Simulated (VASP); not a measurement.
# NaCl (I4/mmm) in VASP: notebook, part 2 of 2

VASP 6.6.1. Earlier steps stand in the parts before.

## 4. Single point, r2SCAN (in-plane strain -0.005, then relaxed in part)

POSCAR reads:

```
NaCl
1.0
    2.7899608815      2.7899608815      0.0000000000
   -2.7899608815      2.7899608815      0.0000000000
    0.0000000000      2.7899608815      2.8109178401
Na Cl
1 1
Direct
    0.0000000000      0.0000000000      0.0000000000
    0.5000000000      0.5000000000      0.0000000000
```

INCAR.step1 reads:

```
  PREC = Accurate
  ENCUT = 520
  ISMEAR = 0
  SIGMA = 0.01
  LREAL = F
  LASPH = T
  NELM = 80
  NBANDS = 14
  GGA = PE
  ALGO = Normal
  EDIFF = 1E-4
  LWAVE = T
  LCHARG = F
```

INCAR.step2 reads:

```
  PREC = Accurate
  ENCUT = 520
  EDIFF = 1E-6
  ISMEAR = 0
  SIGMA = 0.01
  LREAL = F
  LASPH = T
  NELM = 80
  ALGO = Normal
  ISIF = 2
  LWAVE = F
  LCHARG = T
  METAGGA = R2SCAN
  LMIXTAU = T
  LELF = T
  LVHAR = T
  NBANDS = 14
  ISTART = 1
```

KPOINTS reads:

```
Automatic mesh
0
Gamma
  8 8 8
```

Potentials or basis: VASP PAW PBE potentials, release 64 (Na_pv, Cl).

Command:

```bash
$ cat potpaw_PBE.64/Na_pv/POTCAR potpaw_PBE.64/Cl/POTCAR > POTCAR
$ cp INCAR.step1 INCAR
$ mpirun -np 1 vasp_std > vasp.out
$ cp INCAR.step2 INCAR
$ mpirun -np 1 vasp_std > vasp.out
```

OUTCAR:

```text
PREC = Accurate
   ENCUT = 520
   EDIFF = 1E-6
   ISMEAR = 0
   LREAL = F
   LASPH = T
   NELM = 80
   ISIF = 2
   METAGGA = R2SCAN
   ISTART = 1

 ion  position               nearest neighbor table
   1  0.000  0.000  0.000-
   2  0.500  0.500  0.000-

  LATTYP: Found a body centered tetragonal cell.
 ALAT       =     3.9456005171
 C/A-ratio  =     1.4248365124

  Lattice vectors:

 A1 = (   2.7899608815,   0.0000000000,  -2.8109178401)
 A2 = (  -2.7899608815,   0.0000000000,  -2.8109178401)
 A3 = (   0.0000000000,   2.7899608815,   2.8109178401)

Analysis of symmetry for initial positions (statically):
=====================================================================
 Subroutine PRICEL returns:
 Original cell was already a primitive cell.

 Routine SETGRP: Setting up the symmetry group for a
 body centered tetragonal supercell.

 Subroutine GETGRP returns: Found 16 space group operations
 (whereof 16 operations were pure point group operations)
 out of a pool of 16 trial point group operations.

The static configuration has the point symmetry D_4h.

Analysis of symmetry for dynamics (positions and initial velocities):
=====================================================================
 Subroutine PRICEL returns:
 Original cell was already a primitive cell.

 Routine SETGRP: Setting up the symmetry group for a
 body centered tetragonal supercell.

 Subroutine GETGRP returns: Found 16 space group operations
 (whereof 16 operations were pure point group operations)
 out of a pool of 16 trial point group operations.

The dynamic configuration has the point symmetry D_4h.

 Subroutine INISYM returns: Found 16 space group operations
 (whereof 16 operations are pure point group operations),
 and found     1 'primitive' translations

[... 115 lines left out ...]
  volume/ion in A,a.u.               =      21.88       147.65
  Fermi-wavevector in a.u.,A,eV,Ry     =   1.119677  2.115883 17.057302  1.253676
  Thomas-Fermi vector in A             =   2.256318
   LORBIT       =      0    0 simple, 1 ext, 2 COOP (PROOUT), +10 PAW based schemes
   METAGGA = R2SCAN    functional components
   LHFCALC =     F    Hartree Fock is set to
   AEXX    =    0.0000 exact exchange contribution
   IVDW    =     0    specifies the selected vdW correction
   LEPSILON=     F    determine dielectric tensor
   LRPA    =     F    only Hartree local field effects (RPA)
 non-spin polarized calculation
 Gauss-broadening in eV      SIGMA  =   0.01
  energy-cutoff  :      520.00
  volume of cell :       43.76
 maximum number of plane-waves:      1227
 NGX is ok and might be reduce to    30
   NGX = 15   NGY = 15   NGZ = 15

 number of electron      14.0000006 magnetization

 Free energy of the ion-electron system (eV)
  ---------------------------------------------------
  ext. energy  EPLUGINS =         0.00000000
  ---------------------------------------------------
  free energy    TOTEN  =       -13.78991243 eV

  energy without entropy =      -13.78991243  energy(sigma->0) =      -13.78991243

 E-fermi :  -0.9254     XC(G=0):  -8.7600

 val. band max:       -1.0173864890   @ k =   0.0000   0.0000   0.0000
 cond. band min:       5.0039438024   @ k =   0.0000   0.0000   0.0000
 fundamental gap:      6.0213302914
 Fermi energy:        -0.9254434466

 k-point     1 :       0.0000    0.0000    0.0000
  band No.  band energies     occupation
      1     -22.4952      2.00000
      2     -22.4945      2.00000
      3     -22.4944      2.00000
      4     -14.3003      2.00000
      5      -1.0222      2.00000
      6      -1.0222      2.00000
      7      -1.0174      2.00000
      8       5.0039      0.00000
      9      10.7250      0.00000
     10      10.7819      0.00000
     11      10.7821      0.00000
     12      12.9964      0.00000
     13      13.0903      0.00000
     14      14.6910      0.00000
[... 377 lines left out ...]
      1     -22.5147      2.00000
      2     -22.4996      2.00000
      3     -22.4952      2.00000
      4     -14.0466      2.00000
      5      -2.3895      2.00000
      6      -1.4378      2.00000
      7      -1.2022      2.00000
      8       7.0949      0.00000
      9       9.5071      0.00000
     10      10.7382      0.00000
     11      11.4338      0.00000
     12      12.6381      0.00000
     13      14.5286      0.00000
     14      16.6769      0.00000

 [... further k-points ...]
[... 5 lines left out ...]
  --------------------------------------------------------------------------------------
  -------------------------------------------------------------------------------------
  Total        0.0446208      0.0446208     -0.0594020      0.0000000      0.0000000      0.0000000
  in kB        1.6337061      1.6337061     -2.1748906      0.0000000      0.0000000      0.0000000
  external PRESSURE =       0.3641739 kB  Pullay stress =       0.0000000 kB

 VOLUME and BASIS-vectors are now :
 -----------------------------------------------------------------------------
  energy-cutoff  :      520.00
  volume of cell :       43.76
      direct lattice vectors                 reciprocal lattice vectors
     2.789960881  2.789960881  0.000000000     0.179213982  0.179213982 -0.177877842
    -2.789960881  2.789960881  0.000000000    -0.179213982  0.179213982 -0.177877842
     0.000000000  2.789960881  2.810917840     0.000000000  0.000000000  0.355755684

 POSITION                                       TOTAL-FORCE (eV/Angst)
 -----------------------------------------------------------------------------------
      0.00000      0.00000      0.00000         0.000000     -0.000000      0.000000
      0.00000      2.78996      0.00000         0.000000      0.000000      0.000000
 -----------------------------------------------------------------------------------
    total drift:                               -0.000000      0.000000      0.000000

  FREE ENERGIE OF THE ION-ELECTRON SYSTEM (eV)
  ---------------------------------------------------
  free  energy   TOTEN  =       -13.7899124267 eV

  energy  without entropy=      -13.7899124267  energy(sigma->0) =      -13.78991243
```

OUTCAR.step1:

```text
PREC = Accurate
   ENCUT = 520
   ISMEAR = 0
   LREAL = F
   LASPH = T
[... 630 lines left out ...]
 -----------------------------------------------------------------------------------
      0.00000      0.00000      0.00000         0.000000     -0.000000      0.000000
      0.00000      2.78996      0.00000         0.000000      0.000000      0.000000
 -----------------------------------------------------------------------------------
    total drift:                               -0.000000      0.000000      0.000000

  FREE ENERGIE OF THE ION-ELECTRON SYSTEM (eV)
  ---------------------------------------------------
  free  energy   TOTEN  =        -6.7668462679 eV

  energy  without entropy=       -6.7668462679  energy(sigma->0) =       -6.76684627
```

OSZICAR.step1:

```text
N       E                     dE             d eps       ncg     rms          rms(c)
DAV:   1     0.103678856711E+03    0.10368E+03   -0.70632E+03  1658   0.101E+03
DAV:   2     0.176239822504E+01   -0.10192E+03   -0.93709E+02  1802   0.274E+02
DAV:   3    -0.681767329220E+01   -0.85801E+01   -0.85267E+01  2126   0.745E+01
DAV:   4    -0.695756793636E+01   -0.13989E+00   -0.13983E+00  1960   0.100E+01
DAV:   5    -0.696055750117E+01   -0.29896E-02   -0.29894E-02  2206   0.151E+00    0.216E+00
DAV:   6    -0.677281195313E+01    0.18775E+00   -0.30885E-01  2108   0.328E+00    0.161E+00
DAV:   7    -0.676136280683E+01    0.11449E-01   -0.81153E-02  2180   0.165E+00    0.110E+00
DAV:   8    -0.676686743730E+01   -0.55046E-02   -0.97238E-03  1868   0.854E-01    0.303E-01
DAV:   9    -0.676674642856E+01    0.12101E-03   -0.21677E-04  2090   0.114E-01    0.161E-01
DAV:  10    -0.676685624200E+01   -0.10981E-03   -0.29729E-04  1904   0.138E-01    0.637E-02
DAV:  11    -0.676684626792E+01    0.99741E-05   -0.17034E-05  1210   0.407E-02
   1 F= -.67668463E+01 E0= -.67668463E+01  d E =-.405387E-51
```

Run time: 85 s. Hardware: 1 thread of Intel Xeon Platinum 8488C (Sapphire Rapids), shared host; peak memory 0.17 GiB.

What came out:

| Property | Result |
| --- | --- |
| Free energy | -13.7899 eV |
| Pressure | 0.0 GPa |
| Band gap on the k mesh | 6.02 eV |

Caveat: the cell differs from its parent crystal (in-plane strain -0.005, then relaxed in part); the PAW data sets were made with another functional, which shifts forces and pressure a little.

## 5. Single point, r2SCAN (in-plane strain -0.005)

POSCAR, as its differences from that of step 4:

```diff
@@ -4,3 +4,3 @@
    -2.7899608815      2.7899608815      0.0000000000
-    0.0000000000      2.7899608815      2.8109178401
+    0.0000000000      2.7899608815      2.8123927278
 Na Cl
```

INCAR.step1 reads:

```
ALGO = Normal ; EDIFF = 1E-4
ENCUT = 520 ; GGA = PE
ISMEAR = 0 ; LASPH = T
LCHARG = F ; LREAL = F
LWAVE = T ; NBANDS = 14
NELM = 80 ; PREC = Accurate
SIGMA = 0.01
```

INCAR.step2 reads:

```
ALGO = Normal ; EDIFF = 1E-6
ENCUT = 520 ; ISIF = 2
ISMEAR = 0 ; ISTART = 1
LASPH = T ; LCHARG = F
LMIXTAU = T ; LREAL = F
LWAVE = F ; METAGGA = R2SCAN
NBANDS = 14 ; NELM = 80
PREC = Accurate ; SIGMA = 0.01
```

KPOINTS reads:

```
k-points
0
Gamma
  8 8 8
```

Command:

```bash
$ cat potpaw_PBE.64/Na_pv/POTCAR potpaw_PBE.64/Cl/POTCAR > POTCAR
$ cp INCAR.step1 INCAR
$ mpirun -np 1 vasp_std > vasp.out
$ cp INCAR.step2 INCAR
$ mpirun -np 1 vasp_std > vasp.out
```

Wall time 87 s (1 thread of Intel Xeon Platinum 8488C (Sapphire Rapids), shared host); peak memory 0.18 GiB.

It converged, with:

- Free energy: -13.7899 eV
- Pressure: 0.0 GPa
- Band gap on the k mesh: 6.02 eV

Stress tensor (GPa, compression positive):
```
 0.16  0.00  0.00
 0.00  0.16  0.00
 0.00  0.00 -0.25
```

Levels at points of the mesh, in eV from the valence-band top:
| k point | band 5 | band 6 | band 7 | band 8 | band 9 | band 10 |
| --- | --- | --- | --- | --- | --- | --- |
| (0.00, 0.00, 0.00) | -0.01 | -0.01 | 0.00 | 6.02 | 11.74 | 11.80 |
| (0.50, 0.00, 0.00) | -2.00 | -0.30 | -0.29 | 7.99 | 11.78 | 11.81 |
| (0.50, 0.50, 0.00) | -1.75 | -0.65 | -0.63 | 8.51 | 8.58 | 12.41 |
| (0.00, 0.00, 0.50) | -1.75 | -0.62 | -0.62 | 8.51 | 8.61 | 12.34 |

Caveat: the cell differs from its parent crystal (in-plane strain -0.005); the PAW data sets were made with another functional, which shifts forces and pressure a little.

## 6. Summary

| cell | gap on the mesh (eV) | pressure (GPa) |
| --- | --- | --- |
| a = 3.926, b = 3.926, c = 3.954 Å, angles 60.2, 60.2, 90.0°, 2 atoms | 6.06 | 0.3 |
| a = 3.926, b = 3.926, c = 3.958 Å, angles 60.3, 60.3, 90.0°, 2 atoms | 6.05 | 0.2 |
| a = 3.946, b = 3.946, c = 3.960 Å, angles 60.1, 60.1, 90.0°, 2 atoms | 6.02 | 0.0 |
| a = 3.946, b = 3.946, c = 3.961 Å, angles 60.1, 60.1, 90.0°, 2 atoms | 6.02 | 0.0 |

Alike in all rows: task single point; level r2SCAN; potentials or basis VASP PAW PBE potentials, release 64 (Na_pv, Cl); no spin polarisation; k mesh 8 × 8 × 8; cutoff (eV) 520; smearing gaussian 0.01 eV.

Caveats: the PAW data sets were made with another functional, which shifts forces and pressure a little.

Total energies depend on the potentials used, so only differences within one code and one set of settings carry meaning.
